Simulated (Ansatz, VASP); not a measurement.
**One calculation of C, two programs**

```
C
1.0
     2.50208    0.00000    0.00000
    -1.25104    2.16686    0.00000
     0.00000    0.00000   16.58660
C
16
Direct
  0.00000 0.00000 0.99949
  0.00000 0.00000 0.09341
  0.33333 0.66667 0.12491
  0.33333 0.66667 0.21884
  0.00000 0.00000 0.25034
  0.00000 0.00000 0.34426
  0.33333 0.66667 0.37573
  0.33333 0.66667 0.46975
  0.00000 0.00000 0.50099
  0.00000 0.00000 0.59361
  0.66667 0.33333 0.62481
  0.66667 0.33333 0.71894
  0.00000 0.00000 0.75014
  0.00000 0.00000 0.84276
  0.33333 0.66667 0.87400
  0.33333 0.66667 0.96802
```

Alike in both runs: functional PBEsol; k mesh 12 × 12 × 2; occupations gaussian, width 0.02 eV; no spin polarisation.

Ansatz relaxed the structure, and its values are those at the end. VASP's run is a single point on that final structure, the one shown.

|  | VASP | Ansatz |
| --- | --- | --- |
| version | VASP 6.6.1 | Ansatz 0.2.0 |
| potentials or method | VASP PAW PBE potentials, release 64 (C), cutoff 520 eV | scalar-relativistic, plane waves, PAW |
| valence electrons in the cell | 64 | 64 |

|  | VASP | Ansatz | Ansatz less VASP |
| --- | --- | --- | --- |
| gap on the k mesh at the Fermi level (eV) | 3.61 | 3.62 | +0.011 |
| least direct gap on the mesh (eV) | 5.07 | 5.07 | +0.005 |
| pressure (GPa) | 1.1 | 0.0 | -1.11 |
| rms of the force components (eV/Å) | 0.003 | 0.000 | -0.0028 |

VASP's potentials were made for PBE, not for PBEsol.
